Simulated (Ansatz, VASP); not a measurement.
This is a calculation of HfN for Ansatz 0.2.0.

File input.yaml:

```yaml
crystal:
  lattice:
    - [2.82503, 0.0, 0.0]
    - [0.0, 2.82503, 0.0]
    - [0.0, 0.0, 2.82503]
  atoms:
    - { symbol: Hf, position: [0.5, 0.5, 0.5] }
    - { symbol: "N", position: [0.0, 0.0, 0.0] }
kpoints:
  mp_grid: { grid: [5, 5, 5] }
scf:
  occupations: { method: fermi_dirac, width: 0.04 }
hamiltonian:
  xc: pbe
  pseudopotentials: { kind: all_electron, lapw: { basis_error: 0.002 } }
output:
  forces: true
  stress: true
  eigenvalues: true
```

Potentials or basis: all-electron LAPW, scalar-relativistic.

The run is started by

```sh
$ ansatz run input.yaml --threads 1 --pin off --max-ram 3072MiB --backend cpu --events-out ev --progress --plain --runs-dir out
```

Question: Set up the same calculation for VASP 6.6.1. Potentials there: VASP PAW PBE potentials, release 64 (Hf_pv, N).

Answer: As run (the cutoff follows the program's own potentials):

Contents of INCAR:

```
ALGO = Normal
EDIFF = 1E-6
ENCUT = 600
GGA = PE
GGA_COMPAT = False
ISIF = 2
ISMEAR = -1
LASPH = True
LCHARG = False
LREAL = False
LWAVE = False
NBANDS = 14
NELM = 120
PREC = Accurate
SIGMA = 0.04
```

Contents of KPOINTS:

```
k-points
0
Gamma
  5 5 5
```

Contents of POSCAR:

```
HfN
1.0
    2.8250300000      0.0000000000      0.0000000000
    0.0000000000      2.8250300000      0.0000000000
    0.0000000000      0.0000000000      2.8250300000
Hf N
1 1
Direct
    0.5000000000      0.5000000000      0.5000000000
    0.0000000000      0.0000000000      0.0000000000
```

Potentials or basis: VASP PAW PBE potentials, release 64 (Hf_pv, N).

Command:

```bash
$ cat potpaw_PBE.64/Hf_pv/POTCAR potpaw_PBE.64/N/POTCAR > POTCAR
$ mpirun -np 1 vasp_std > vasp.out
```

Both were run:

|  | VASP | Ansatz | Ansatz less VASP |
| --- | --- | --- | --- |
| gap on the k mesh at the Fermi level (eV) | none | none | - |
| pressure (GPa) | -3.2 | -0.4 | +2.79 |

A gap of «none» marks a metal or a gap that the smearing closes. Ansatz ran all-electron here, and VASP with PAW potentials.

The k mesh is coarse, so the values compare programs but aren't converged. Spin-orbit coupling is off throughout. Noted on Ansatz's run: the k mesh is thin for a metal, which can move the energy by tens of meV per atom.
